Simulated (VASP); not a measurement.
# CrFeO2 (P6_3/mmc) in VASP: a series of runs, part 2 of 2

VASP 6.6.1.

## 3. Single point, r2SCAN

The input, POSCAR:

```
CrFeO2
1.0
    1.3625246117      2.3599618541      0.0000000000
   -1.3625246117      2.3599618541      0.0000000000
    0.0000000000      0.0000000000     11.8046707684
Cr O Fe
2 4 2
Direct
    0.3333333333      0.3333333333      0.2500000000
    0.6666666667      0.6666666667      0.7500000000
    0.3333333333      0.3333333333      0.0940585195
    0.6666666667      0.6666666667      0.5940585195
    0.3333333333      0.3333333333      0.4059414805
    0.6666666667      0.6666666667      0.9059414805
    0.0000000000      0.0000000000      0.0000000000
    0.0000000000      0.0000000000      0.5000000000
```

The input, INCAR.step1:

```
SYSTEM = CrFeO2
PREC     = Accurate       ! precision mode
ENCUT    = 520            ! plane-wave cutoff, eV
ISMEAR   = -1             ! smearing method
SIGMA    = 0.1            ! smearing width, eV
LREAL    = .False.        ! projectors in reciprocal space
LASPH    = .True.         ! aspherical terms in the spheres
NELM     = 100            ! most SCF steps
NBANDS   = 42             ! bands
GGA      = PE             ! functional
ALGO     = Normal         ! electronic algorithm
EDIFF    = 1E-4           ! SCF threshold, eV
LWAVE    = .True.         ! write WAVECAR
LCHARG   = .False.        ! write CHGCAR
```

The input, INCAR.step2:

```
SYSTEM = CrFeO2
PREC     = Accurate       ! precision mode
ENCUT    = 520            ! plane-wave cutoff, eV
EDIFF    = 1E-7           ! SCF threshold, eV
ISMEAR   = -1             ! smearing method
SIGMA    = 0.1            ! smearing width, eV
LREAL    = .False.        ! projectors in reciprocal space
LASPH    = .True.         ! aspherical terms in the spheres
NELM     = 100            ! most SCF steps
ALGO     = Normal         ! electronic algorithm
ISIF     = 2              ! what is computed and relaxed
LWAVE    = .False.        ! write WAVECAR
LCHARG   = .False.        ! write CHGCAR
METAGGA  = R2SCAN         ! meta-GGA
LMIXTAU  = .True.       
NBANDS   = 42             ! bands
ISTART   = 1
```

The input, KPOINTS:

```
regular mesh
0
Gamma
  7 7 2
  0 0 0
```

Potentials or basis: VASP PAW PBE potentials, release 64 (Cr_pv, O, Fe).

Command:

```console
cat potpaw_PBE.64/Cr_pv/POTCAR potpaw_PBE.64/O/POTCAR potpaw_PBE.64/Fe/POTCAR > POTCAR
cp INCAR.step1 INCAR
mpirun -np 1 vasp_std > vasp.out
cp INCAR.step2 INCAR
mpirun -np 1 vasp_std > vasp.out
```

OUTCAR:

```text
SYSTEM = CrFeO2
   PREC = Accurate
   ENCUT = 520
   EDIFF = 1E-7
   ISMEAR = -1
   LREAL = .False.
   LASPH = .True.
   NELM = 100
   ISIF = 2
   METAGGA = R2SCAN
   ISTART = 1

 ion  position               nearest neighbor table
   1  0.333  0.333  0.250-   3 1.84   5 1.84
   2  0.667  0.667  0.750-   4 1.84   6 1.84
   3  0.333  0.333  0.094-   1 1.84   7 1.93   7 1.93   7 1.93
   4  0.667  0.667  0.594-   2 1.84   8 1.93   8 1.93   8 1.93
   5  0.333  0.333  0.406-   1 1.84   8 1.93   8 1.93   8 1.93
   6  0.667  0.667  0.906-   2 1.84   7 1.93   7 1.93   7 1.93
   7  0.000  0.000  0.000-   3 1.93   6 1.93   6 1.93   6 1.93   3 1.93   3 1.93
   8  0.000  0.000  0.500-   4 1.93   5 1.93   4 1.93   4 1.93   5 1.93   5 1.93

  LATTYP: Found a hexagonal cell.
 ALAT       =     2.7250492235
 C/A-ratio  =     4.3319110227

  Lattice vectors:

 A1 = (   1.3625246117,  -2.3599618541,   0.0000000000)
 A2 = (   1.3625246117,   2.3599618541,   0.0000000000)
 A3 = (   0.0000000000,   0.0000000000,  11.8046707684)

Analysis of symmetry for initial positions (statically):
=====================================================================
 Subroutine PRICEL returns:
 Original cell was already a primitive cell.

 Routine SETGRP: Setting up the symmetry group for a
 hexagonal supercell.

 Subroutine GETGRP returns: Found 24 space group operations
 (whereof 12 operations were pure point group operations)
 out of a pool of 24 trial point group operations.

The static configuration has the point symmetry D_3d.
 The point group associated with its full space group is D_6h.

Analysis of symmetry for dynamics (positions and initial velocities):
=====================================================================
 Subroutine PRICEL returns:
 Original cell was already a primitive cell.

 Routine SETGRP: Setting up the symmetry group for a
[... 132 lines left out ...]
  Fermi-wavevector in a.u.,A,eV,Ry     =   1.546525  2.922509 32.541613  2.391741
  Thomas-Fermi vector in A             =   2.651749
   LORBIT       =      0    0 simple, 1 ext, 2 COOP (PROOUT), +10 PAW based schemes
   METAGGA = R2SCAN    functional components
   LHFCALC =     F    Hartree Fock is set to
   AEXX    =    0.0000 exact exchange contribution
   IVDW    =     0    specifies the selected vdW correction
   LEPSILON=     F    determine dielectric tensor
   LRPA    =     F    only Hartree local field effects (RPA)
 non-spin polarized calculation
  energy-cutoff  :      520.00
  volume of cell :       75.92
 maximum number of plane-waves:      2069
   NGX = 11   NGY = 11   NGZ = 43

 number of electron      64.0000027 magnetization

 Free energy of the ion-electron system (eV)
  ---------------------------------------------------
  ext. energy  EPLUGINS =         0.00000000
  ---------------------------------------------------
  free energy    TOTEN  =       -89.43711105 eV

  energy without entropy =      -89.16099882  energy(sigma->0) =      -89.29905494

 E-fermi :   7.1269     XC(G=0): -13.4595

 val. band max:        7.0421244774   @ k =  -0.4286   0.1429   0.0000
 cond. band min:       7.1491049178   @ k =  -0.4286   0.2857   0.0000
 fundamental gap:      0.1069804404
 Fermi energy:         7.1268807423

 k-point     1 :       0.0000    0.0000    0.0000
  band No.  band energies     occupation
      1     -38.3794      2.00000
      2     -38.3792      2.00000
      3     -37.4967      2.00000
      4     -37.4967      2.00000
      5     -37.4966      2.00000
      6     -37.4966      2.00000
[... 709 lines left out ...]
     41       9.9040      0.00000
     42       9.9040      0.00000

------------------------ aborting loop because EDIFF is reached ----------------------------------------

  FORCE on cell =-STRESS in cart. coord.  units (eV):
  Direction    XX          YY          ZZ          XY          YZ          ZX
  --------------------------------------------------------------------------------------
  -------------------------------------------------------------------------------------
  Total        0.9668727      0.9668727      0.9367264      0.0000000      0.0000000      0.0000000
  in kB       20.4054733     20.4054734     19.7692465      0.0000000      0.0000000      0.0000000
  external PRESSURE =      20.1933977 kB  Pullay stress =       0.0000000 kB

 VOLUME and BASIS-vectors are now :
 -----------------------------------------------------------------------------
  energy-cutoff  :      520.00
  volume of cell :       75.92
      direct lattice vectors                 reciprocal lattice vectors
     1.362524612  2.359961854  0.000000000     0.366965848  0.211867831  0.000000000
    -1.362524612  2.359961854  0.000000000    -0.366965848  0.211867831  0.000000000
     0.000000000  0.000000000 11.804670768     0.000000000  0.000000000  0.084712231

 POSITION                                       TOTAL-FORCE (eV/Angst)
 -----------------------------------------------------------------------------------
      0.00000      1.57331      2.95117        -0.000000      0.000000     -0.000000
      0.00000      3.14662      8.85350        -0.000000     -0.000000      0.000000
      0.00000      1.57331      1.11033         0.000000      0.000000      0.167330
      0.00000      3.14662      7.01267         0.000000     -0.000000      0.167330
      0.00000      1.57331      4.79201         0.000000      0.000000     -0.167330
      0.00000      3.14662     10.69434         0.000000     -0.000000     -0.167330
      0.00000      0.00000      0.00000         0.000000     -0.000000      0.000000
      0.00000      0.00000      5.90234         0.000000     -0.000000      0.000000
 -----------------------------------------------------------------------------------
    total drift:                               -0.000000     -0.000000     -0.000000

  FREE ENERGIE OF THE ION-ELECTRON SYSTEM (eV)
  ---------------------------------------------------
  free  energy   TOTEN  =       -89.4371110511 eV

  energy  without entropy=      -89.1609988235  energy(sigma->0) =      -89.29905494
```

OSZICAR.step1:

```text
N       E                     dE             d eps       ncg     rms          rms(c)
DAV:   1     0.812385089419E+03    0.81239E+03   -0.33007E+04  1400   0.187E+03
DAV:   2     0.498332424700E+02   -0.76255E+03   -0.71740E+03  1366   0.509E+02
DAV:   3    -0.668211568111E+02   -0.11665E+03   -0.10869E+03  1622   0.200E+02
DAV:   4    -0.748411037022E+02   -0.80199E+01   -0.73275E+01  1834   0.498E+01
[... 11 lines left out ...]
DAV:  16    -0.616730260519E+02    0.88979E-02   -0.37125E-03  2016   0.439E-01    0.272E+00
DAV:  17    -0.616607023891E+02    0.12324E-01   -0.57955E-03  1950   0.657E-01    0.171E+00
DAV:  18    -0.616520991751E+02    0.86032E-02   -0.11709E-02  2016   0.937E-01    0.415E-01
DAV:  19    -0.616516140082E+02    0.48517E-03   -0.14915E-03  2054   0.273E-01    0.114E-01
DAV:  20    -0.616516143316E+02   -0.32337E-06   -0.34433E-05   690   0.453E-02
   1 F= -.61651614E+02 E0= -.61444283E+02  d E =-.414663E+00
```

Run time: 4.3 min. Hardware: 1 thread of Intel Xeon 6975P-C (Granite Rapids), shared host; peak memory 0.21 GiB.

What came out:

```
Free energy            : -89.4371 eV
Pressure               : 2.0 GPa
Largest force          : 0.167 eV/Å
Band gap on the k mesh : zero (bands 32 and 33 overlap by 0.63 eV)
```

Forces in eV/Å, atoms in the order of the input:
```
Cr   0.000  0.000  0.000
Cr   0.000  0.000  0.000
O    0.000  0.000  0.167
O    0.000  0.000  0.167
O    0.000  0.000 -0.167
O    0.000  0.000 -0.167
Fe   0.000  0.000  0.000
Fe   0.000  0.000  0.000
```

Levels at points of the mesh, in eV from the Fermi level:
```csv
k point,band 30,band 31,band 32,band 33,band 34,band 35
"(0.00, 0.00, 0.00)",-0.75,-0.33,-0.33,-0.32,-0.32,0.47
"(0.00, 0.00, 0.50)",-0.95,-0.32,-0.32,-0.32,-0.32,0.83
```

Caveat: the k points lie up to 0.38 Å⁻¹ apart, too coarse for converged energies and pressures of a metal; the PAW data sets were made with another functional, which shifts forces and pressure a little; the run has no spin polarisation, though such a crystal can be magnetic; semilocal functionals often make such compounds metallic where correlation or magnetic order opens a gap, which also shifts bond lengths. Spin polarisation is off, so any magnetic state and its effect on volume and gap are missing.

## 4. Single point, r2SCAN

The input, POSCAR:

```
CrFeO2
1.0
    1.3625141727      2.3599437731      0.0000000000
   -1.3625141727      2.3599437731      0.0000000000
    0.0000000000      0.0000000000     11.7954203113
Cr O Fe
2 4 2
Direct
    0.3333333333      0.3333333333      0.2500000000
    0.6666666667      0.6666666667      0.7500000000
    0.3333333333      0.3333333333      0.0942552314
    0.6666666667      0.6666666667      0.5942552314
    0.3333333333      0.3333333333      0.4057447686
    0.6666666667      0.6666666667      0.9057447686
    0.0000000000      0.0000000000      0.0000000000
    0.0000000000      0.0000000000      0.5000000000
```

The input, INCAR.step1:

```
SYSTEM = CrFeO2
ALGO     = Normal         ! electronic algorithm
EDIFF    = 1E-4           ! SCF threshold, eV
ENCUT    = 520            ! plane-wave cutoff, eV
GGA      = PE             ! functional
ISMEAR   = 1              ! smearing method
LASPH    = .TRUE.         ! aspherical terms in the spheres
LCHARG   = .FALSE.        ! write CHGCAR
LREAL    = .FALSE.        ! projectors in reciprocal space
LWAVE    = .TRUE.         ! write WAVECAR
NBANDS   = 42             ! bands
NELM     = 100            ! most SCF steps
PREC     = Accurate       ! precision mode
SIGMA    = 0.005          ! smearing width, eV
```

The input, INCAR.step2:

```
SYSTEM = CrFeO2
ALGO     = Normal         ! electronic algorithm
EDIFF    = 1E-7           ! SCF threshold, eV
ENCUT    = 520            ! plane-wave cutoff, eV
ISIF     = 2              ! what is computed and relaxed
ISMEAR   = 1              ! smearing method
ISTART   = 1            
LASPH    = .TRUE.         ! aspherical terms in the spheres
LCHARG   = .FALSE.        ! write CHGCAR
LMIXTAU  = .TRUE.       
LREAL    = .FALSE.        ! projectors in reciprocal space
LWAVE    = .FALSE.        ! write WAVECAR
METAGGA  = R2SCAN         ! meta-GGA
NBANDS   = 42             ! bands
NELM     = 100            ! most SCF steps
PREC     = Accurate       ! precision mode
SIGMA    = 0.005          ! smearing width, eV
```

The input, KPOINTS:

```
k-points
0
G
  7 7 2
  0 0 0
```

Command:

```console
cat potpaw_PBE.64/Cr_pv/POTCAR potpaw_PBE.64/O/POTCAR potpaw_PBE.64/Fe/POTCAR > POTCAR
cp INCAR.step1 INCAR
mpirun -np 1 vasp_std > vasp.out
cp INCAR.step2 INCAR
mpirun -np 1 vasp_std > vasp.out
```

Run time: 8.1 min. Hardware: 1 thread of Intel Xeon 6975P-C (Granite Rapids), shared host; peak memory 0.21 GiB.

The run converged. Its results:

```yaml
Free_energy: -89.3127 eV
Pressure: 2.0 GPa
Largest_force: 0.186 eV/Å
Band_gap_on_the_k_mesh: zero (bands 32 and 33 overlap by 0.62 eV)
```

Forces on the atoms (eV/Å):
```
Cr   0.000  0.000  0.000
Cr   0.000  0.000  0.000
O    0.000  0.000  0.186
O    0.000  0.000  0.186
O    0.000  0.000 -0.186
O    0.000  0.000 -0.186
Fe   0.000  0.000  0.000
Fe   0.000  0.000  0.000
```

Stress tensor (GPa, compression positive):
```
2.09 0.00 0.00
0.00 2.09 0.00
0.00 0.00 1.94
```

Levels at points of the mesh, in eV from the Fermi level:
```tsv
k point	band 28	band 29	band 30	band 31	band 32	band 33	band 34	band 35	band 36	band 37
(0.00, 0.00, 0.00)	-1.27	-1.26	-0.78	-0.36	-0.36	-0.35	-0.35	0.43	0.43	1.27
(0.00, 0.00, 0.50)	-1.28	-0.98	-0.98	-0.35	-0.35	-0.35	-0.35	0.79	0.79	0.79
```

Caveat: the k points lie up to 0.38 Å⁻¹ apart, too coarse for converged energies and pressures of a metal; the PAW data sets were made with another functional, which shifts forces and pressure a little; the run has no spin polarisation, though such a crystal can be magnetic; semilocal functionals often make such compounds metallic where correlation or magnetic order opens a gap, which also shifts bond lengths. Spin polarisation is off, so any magnetic state and its effect on volume and gap are missing.
